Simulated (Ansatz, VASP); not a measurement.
**AlN in VASP and in Ansatz**

```
Al N
1.0
     3.11200    0.00000    0.00000
    -1.55600    2.69507    0.00000
     0.00000    0.00000    4.98200
Al N
2 2
Direct
  0.33333 0.66667 0.00000
  0.66667 0.33333 0.50000
  0.33333 0.66667 0.38200
  0.66667 0.33333 0.88200
```

Alike in both runs: task relaxation of cell and atoms; functional r2SCAN; k mesh 9 × 9 × 6; occupations gaussian, width 0.02 eV; no spin polarisation.

|  | VASP | Ansatz |
| --- | --- | --- |
| version | VASP 6.6.1 | Ansatz 0.2.0 |
| potentials or method | VASP PAW PBE potentials, release 64 (Al, N), cutoff 600 eV | scalar-relativistic, plane waves, PAW |
| valence electrons in the cell | 16 | 16 |

|  | VASP | Ansatz | Ansatz less VASP |
| --- | --- | --- | --- |
| gap on the k mesh at the Fermi level, each at its own relaxed structure (eV) | 4.93 | 4.87 | -0.061 |
| relaxed volume (Å³/atom) | 10.39 | 10.40 | +0.014 |
| relaxed cell length with the largest relative difference (Å) | 3.105 | 3.107 | +0.0014 |

VASP's potentials were made for PBE, not for r2SCAN.
